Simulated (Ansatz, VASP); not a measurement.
# AlCu in VASP and in Ansatz

```
CELL_PARAMETERS angstrom
2.99751 0.01499 0.00000
0.01499 2.99751 0.00000
0.00000 0.00000 2.99751
ATOMIC_POSITIONS crystal
Al 0.00000 0.00000 0.00000
Cu 0.50000 0.50000 0.50000
```

Change from the starting cell: strain +0.0100 x Voigt [0, 0, 0, 0, 0, 1], atoms carried along.

Alike in both runs: task single point; functional r2SCAN; k mesh 16 × 16 × 16; occupations gaussian, width 0.15 eV; no spin polarisation.

|  | VASP | Ansatz |
| --- | --- | --- |
| version | VASP 6.6.1 | Ansatz 0.2.0 |
| potentials or method | VASP PAW PBE potentials, release 64 (Al, Cu), cutoff 520 eV | scalar-relativistic, plane waves, PAW |
| valence electrons in the cell | 14 | 22 |

VASP gave:

* gap on the k mesh at the Fermi level (eV): none
* pressure (GPa): -4.8
* traceless stress, the component that is largest in VASP (GPa): -0.33

**Question.** Which values does Ansatz return?

**Answer.** gap on the k mesh at the Fermi level (eV): none; pressure (GPa): -4.9; traceless stress, the component that is largest in VASP (GPa): -0.34.

VASP's potentials were made for PBE, not for r2SCAN. A gap of «none» marks a metal or a gap that the smearing closes. VASP's potentials hold 14 valence electrons a cell and Ansatz's 22, so a difference there can come from the potentials and not from the codes.
